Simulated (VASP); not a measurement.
# Rh (P-1) in VASP: a series of runs, part 2 of 2

VASP 6.6.1. The steps go on from the part before.

### 5 Single point, PBE

INCAR reads:

```
SYSTEM = Rh
PREC     = Accurate       ! precision mode
ENCUT    = 520            ! plane-wave cutoff, eV
EDIFF    = 1E-7           ! SCF threshold, eV
ISMEAR   = 0              ! smearing method
SIGMA    = 0.05           ! smearing width, eV
LREAL    = .False.        ! projectors in reciprocal space
LASPH    = .True.         ! aspherical terms in the spheres
NELM     = 60             ! most SCF steps
ALGO     = Fast           ! electronic algorithm
ISIF     = 2              ! what is computed and relaxed
LWAVE    = .False.        ! write WAVECAR
LCHARG   = .False.        ! write CHGCAR
GGA      = PE             ! functional
NBANDS   = 14             ! bands
```

KPOINTS reads:

```
Automatic mesh
0
Gamma
  16 17 17
  0 0 0
```

POSCAR reads:

```
Rh
1.0
   -0.0393340000      1.8830950000      1.9624630000
    1.9019270000      0.0328110000      1.8903180000
    1.9246520000      1.8336750000      0.0100860000
Rh
1
Direct
    0.0047670000      0.0035010000     -0.0058200000
```

Potentials or basis: VASP PAW PBE potentials, release 64 (Rh_pv).

Launch:

```
> cat potpaw_PBE.64/Rh_pv/POTCAR > POTCAR
> mpirun -np 1 vasp_std > vasp.out
```

OUTCAR:

```text
SYSTEM = Rh
   PREC = Accurate
   ENCUT = 520
   EDIFF = 1E-7
   ISMEAR = 0
   LREAL = .False.
   LASPH = .True.
   NELM = 60
   ISIF = 2
   GGA = PE

 ion  position               nearest neighbor table
   1  0.005  0.004  0.994-

  LATTYP: Found a triclinic cell.
 ALAT       =     2.6583361439
 B/A-ratio  =     1.0088022370
 C/A-ratio  =     1.0419073370
 COS(alpha) =     0.0058057055
 COS(beta)  =     0.4984011468
 COS(gamma) =     0.5245899917

  Lattice vectors:

 A1 = (   1.9246520000,   1.8336750000,   0.0100860000)
 A2 = (   1.9019270000,   0.0328110000,   1.8903180000)
 A3 = (   1.9639860000,  -0.0494200000,  -1.9523770000)

Analysis of symmetry for initial positions (statically):
=====================================================================
 Subroutine PRICEL returns:
 Original cell was already a primitive cell.

 Routine SETGRP: Setting up the symmetry group for a
 triclinic supercell.

 Subroutine GETGRP returns: Found  2 space group operations
 (whereof  1 operations were pure point group operations)
 out of a pool of  2 trial point group operations.

[... 174 lines left out ...]
      3     -34.3495      2.00000
      4       4.0109      2.00000
      5       8.4915      2.00000
      6       8.8454      2.00000
      7       9.3443      2.00000
      8      10.7536      2.00000
      9      11.3216      2.00000
     10      27.9967      0.00000
     11      32.4193      0.00000
     12      32.5408      0.00000
     13      33.4111      0.00000
     14      34.8314      0.00000
[... 377 lines left out ...]
      1     -34.5281      2.00000
      2     -34.4139      2.00000
      3     -34.3730      2.00000
      4       4.8891      2.00000
      5       8.3522      2.00000
      6       9.0666      2.00000
      7       9.4412      2.00000
      8      10.7637      2.00000
      9      11.2227      2.00000
     10      28.8010      0.00000
     11      30.1868      0.00000
     12      32.5417      0.00000
     13      34.0026      0.00000
     14      35.7067      0.00000

 [... further k-points ...]

------------------------ aborting loop because EDIFF is reached ----------------------------------------

  FORCE on cell =-STRESS in cart. coord.  units (eV):
  Direction    XX          YY          ZZ          XY          YZ          ZX
  --------------------------------------------------------------------------------------
  -------------------------------------------------------------------------------------
  Total        0.3136099      1.3355812      0.5636754      0.1560905     -0.8349488      0.4786410
  in kB       36.7523205    156.5183668     66.0577945     18.2924299    -97.8486569     56.0925103
  external PRESSURE =      86.4428273 kB  Pullay stress =       0.0000000 kB

 VOLUME and BASIS-vectors are now :
 -----------------------------------------------------------------------------
  energy-cutoff  :      520.00
  volume of cell :       13.67
      direct lattice vectors                 reciprocal lattice vectors
    -0.039334000  1.883095000  1.962463000    -0.253512984  0.264713201  0.250475150
     1.901927000  0.032811000  1.890318000     0.261824338 -0.276301820  0.270375123
     1.924652000  1.833675000  0.010086000     0.255660526  0.278449362 -0.262063768

 POSITION                                       TOTAL-FORCE (eV/Angst)
 -----------------------------------------------------------------------------------
      1.91992      1.83209      0.02600         0.000000      0.000000      0.000000
 -----------------------------------------------------------------------------------
    total drift:                                0.000007     -0.000000     -0.000003

  FREE ENERGIE OF THE ION-ELECTRON SYSTEM (eV)
  ---------------------------------------------------
  free  energy   TOTEN  =        -7.2103202994 eV

  energy  without entropy=       -7.2085520888  energy(sigma->0) =       -7.20943619
```

stdout:

```text
POSCAR found type information on POSCAR Rh
 POSCAR found :  1 types and       1 ions
 scaLAPACK will be used
 LDA part: xc-table for (Slater+PW92), standard interpolation
 POSCAR, INCAR and KPOINTS ok, starting setup
 FFT: planning ... GRIDC
 FFT: planning ... GRID_SOFT
 FFT: planning ... GRID
 WAVECAR not read
 entering main loop
WARNING in EDDRMM: call to ZHEGV failed, returncode =   6  3     13
WARNING in EDDRMM: call to ZHEGV failed, returncode =   6  3     13
WARNING in EDDRMM: call to ZHEGV failed, returncode =   8  4     13
WARNING in EDDRMM: call to ZHEGV failed, returncode =   6  3     12
WARNING in EDDRMM: call to ZHEGV failed, returncode =   8  4     13
WARNING in EDDRMM: call to ZHEGV failed, returncode =   8  4     13
WARNING in EDDRMM: call to ZHEGV failed, returncode =   6  3     14
WARNING in EDDRMM: call to ZHEGV failed, returncode =   8  4     12
WARNING in EDDRMM: call to ZHEGV failed, returncode =   6  3     12
WARNING in EDDRMM: call to ZHEGV failed, returncode =   8  4     12
[... 13 lines left out ...]
WARNING in EDDRMM: call to ZHEGV failed, returncode =   6  3     12
WARNING in EDDRMM: call to ZHEGV failed, returncode =   8  4     13
WARNING in EDDRMM: call to ZHEGV failed, returncode =   6  3     12
WARNING in EDDRMM: call to ZHEGV failed, returncode =   8  4     14
WARNING in EDDRMM: call to ZHEGV failed, returncode =   8  4     12
WARNING in EDDRMM: call to ZHEGV failed, returncode =   8  4     13
WARNING in EDDRMM: call to ZHEGV failed, returncode =   6  3     14
WARNING in EDDRMM: call to ZHEGV failed, returncode =   8  4     13
WARNING in EDDRMM: call to ZHEGV failed, returncode =   8  4     13
WARNING in EDDRMM: call to ZHEGV failed, returncode =   8  4     13
```

Wall time 2.8 min (1 thread of Intel Xeon 6975P-C (Granite Rapids), shared host); peak memory 0.48 GiB.

Results:

| Property | Result |
| --- | --- |
| Free energy | -7.2103 eV |
| Pressure | 8.6 GPa |
| Band gap on the k mesh | zero (an odd number of electrons rules out a gap without spin polarisation) |

Stress tensor (GPa, compression positive):
```
 3.68  1.83  5.61
 1.83 15.65 -9.78
 5.61 -9.78  6.61
```

Levels at points of the mesh, in eV from the Fermi level:
```
           k point  band 5  band 6  band 7  band 8  band 9  band 10
(0.00, 0.00, 0.00)   -3.50   -3.15   -2.65   -1.24   -0.67    16.01
(0.50, 0.00, 0.00)   -3.42   -2.78    0.34    0.36    0.66     8.10
```

Caveat: the stress differs along the axes, from 4 to 16 GPa.

### 6 Summary

| k mesh | gap on the mesh (eV) | pressure (GPa) |
| --- | --- | --- |
| 8 × 9 × 9 | none | 8.9 |
| 10 × 11 × 11 | none | 8.7 |
| 13 × 14 × 14 | none | 8.6 |
| 16 × 17 × 17 | none | 8.6 |

Alike in all rows: task single point; level PBE; potentials or basis VASP PAW PBE potentials, release 64 (Rh_pv); no spin polarisation; cell as given; cutoff (eV) 520; smearing gaussian 0.05 eV.

Caveats: the stress differs along the axes, from 4 to 16 GPa.

Absolute energies hang on the potentials; compare differences alone.
